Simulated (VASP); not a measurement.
Input of a VASP 6.6.1 run:

The input INCAR:

```
SYSTEM = SnO2
  PREC = Accurate
  ENCUT = 520
  EDIFF = 1E-7
  ISMEAR = 0
  SIGMA = 0.05
  LREAL = .False.
  LASPH = .True.
  NELM = 100
  ALGO = Normal
  ISIF = 2
  LWAVE = .False.
  LCHARG = .False.
  GGA = PE
  NBANDS = 35
```

Contents of KPOINTS:

```
regular mesh
0
Gamma
  6 6 8
  0 0 0
```

Contents of POSCAR:

```
SnO2
1.0
    4.8265176357      0.0000000000      0.0000000000
    0.0000000000      4.8283676035      0.0000000000
    0.0000000000      0.0000000000      3.2381666599
Sn O
2 4
Direct
    0.5000000000      0.4896445333      0.5000000000
    0.0000000000      0.0000000000      0.0000000000
    0.3064962475      0.3066616298      0.0000000000
    0.8064962475      0.1933383702      0.5000000000
    0.1935037525      0.8066616298      0.5000000000
    0.6935037525      0.6933383702      0.0000000000
```

Potentials or basis: VASP PAW PBE potentials, release 64 (Sn_d, O).

Launch:

```bash
$ cat potpaw_PBE.64/Sn_d/POTCAR potpaw_PBE.64/O/POTCAR > POTCAR
$ mpirun -np 1 vasp_std > vasp.out
```

Question: Estimate the band gap on the k mesh.

Answer: 0.64 eV.

Question: Predict the pressure.

Answer: 0.7 GPa.

Stress tensor (GPa, compression positive):
```
 0.76 -0.14  0.00
-0.14  0.50  0.00
 0.00  0.00  0.95
```

Caveat: the cell differs from its parent crystal (atom 1 (Sn) moved -0.050 Å along Cartesian [0 1 0]); semilocal functionals underestimate gaps, and a narrow one can read as zero; spin-orbit coupling is left out, which moves the levels of the heavy elements; forces of over 1 eV/Å act on the atoms, so gaps and moduli don't describe the material at rest.
